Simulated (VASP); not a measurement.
Set up this calculation in VASP 6.6.1, as the native input.

- Task: single point
- Functional: PBEsol
- Potentials or basis: VASP PAW PBE potentials, release 64 (Ag)
- Cutoff: 400 eV
- k mesh: 18 × 18 × 1
- Occupations: gaussian, width 0.1 eV
- Spin: no spin polarisation
- Dipole correction: yes
- Further INCAR settings: ALGO = Normal; EDIFF = 1e-06; NBANDS = 48; NELMDL = -8

The structure of Ag lies in POSCAR:

```
Ag
1.0
    2.8892383079      0.0000000000      0.0000000000
    1.4446191540      2.5021537722      0.0000000000
    0.0000000000      0.0000000000     31.1543191995
Ag
7
Direct
    0.0000000000      0.0000000000      0.2774052180
    0.3333333333      0.3333333333      0.3514114672
    0.6666666667      0.6666666667      0.4255236956
    0.0000000000      0.0000000000      0.5000000002
    0.3333333333      0.3333333333      0.5744763054
    0.6666666667      0.6666666667      0.6485885328
    0.0000000000      0.0000000000      0.7225947808
```

One way to write it, as run:

INCAR

```
  PREC = Accurate
  ENCUT = 400
  EDIFF = 1E-6
  ISMEAR = 0
  SIGMA = 0.1
  LREAL = F
  LASPH = T
  NELM = 120
  ALGO = Normal
  ISIF = 2
  LWAVE = F
  LCHARG = T
  LDIPOL = T
  IDIPOL = 3
  DIPOL = 0.5 0.5 0.500
  GGA = PS
  LELF = T
  LVHAR = T
  LVACPOTAV = T
  NBANDS = 48
  GGA_COMPAT = F
  NELMDL = -8
```

KPOINTS

```
regular mesh
0
Gamma
  18 18 1
```

Potentials or basis: VASP PAW PBE potentials, release 64 (Ag).

The run is started by

```sh
$ cat potpaw_PBE.64/Ag/POTCAR > POTCAR
$ mpirun -np 1 vasp_std > vasp.out
```

It gave:

```
Largest force          : 0.005 eV/Å
Band gap on the k mesh : zero (an odd number of electrons rules out a gap without spin polarisation)
```

Caveat: the PAW data sets were made with another functional, which shifts forces and pressure a little.

It took 12 min on 1 thread of Oxide Virtual Turin-like Processor, with other jobs on the host, peak memory 0.36 GiB.
